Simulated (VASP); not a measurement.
Write the native input for VASP 6.6.1 that does the following.

* Task: single point
* Functional: PBE
* Potentials or basis: VASP PAW PBE potentials, release 64 (Al, H)
* Cutoff: 520 eV
* k mesh: 5 × 5 × 1
* Occupations: gaussian, width 0.1 eV
* Spin: no spin polarisation
* Dipole correction: yes
* Further INCAR settings: ALGO = Normal; EDIFF = 1e-07; NBANDS = 32

The structure of Al6H lies in POSCAR:

```
Al6H
1.0
    5.7135165837      0.0000000000      0.0000000000
    0.0000000000      5.7135165837      0.0000000000
    0.0000000000      0.0000000000     22.1746954375
Al H
12 2
Direct
    0.2500000000      0.2500000000      0.1803857921
    0.2500000000      0.7500000000      0.1803857921
    0.7500000000      0.2500000000      0.1803857921
    0.7500000000      0.7500000000      0.1803857921
    0.0000000000      0.0000000000      0.2744050924
    0.0000000000      0.5000000000      0.2744050924
    0.5000000000      0.0000000000      0.2744050924
    0.5000000000      0.5000000000      0.2744050924
    0.2500000000      0.2500000000      0.3686497278
    0.2500000000      0.7500000000      0.3686497278
    0.7500000000      0.2500000000      0.3686497278
    0.7500000000      0.7500000000      0.3686497278
    0.0000000000     -0.2319062141      0.4033739928
    0.0000000000      0.2319062141      0.4033739928
```

These files were run (other wordings do the same):

INCAR

```
  PREC = Accurate
  ENCUT = 520
  EDIFF = 1E-7
  ISMEAR = 0
  SIGMA = 0.1
  LREAL = False
  LASPH = True
  NELM = 60
  ALGO = Normal
  ISIF = 2
  LWAVE = False
  LCHARG = True
  LDIPOL = True
  IDIPOL = 3
  DIPOL = 0.5 0.5 0.293
  GGA = PE
  LELF = True
  LVHAR = True
  LVACPOTAV = True
  NBANDS = 32
```

KPOINTS

```
Automatic mesh
0
Gamma
  5 5 1
```

Potentials or basis: VASP PAW PBE potentials, release 64 (Al, H).

The run is started by

```sh
$ cat potpaw_PBE.64/Al/POTCAR potpaw_PBE.64/H/POTCAR > POTCAR
$ mpirun -np 1 vasp_std > vasp.out
```

Results of the run:

```json
{
 "Largest force": "1.483 eV/Å",
 "Band gap on the k mesh": "zero (bands 19 and 20 overlap by 0.94 eV)"
}
```

It took 12 min on 1 thread of Intel Xeon 8259CL (shared host), peak memory 0.68 GiB.
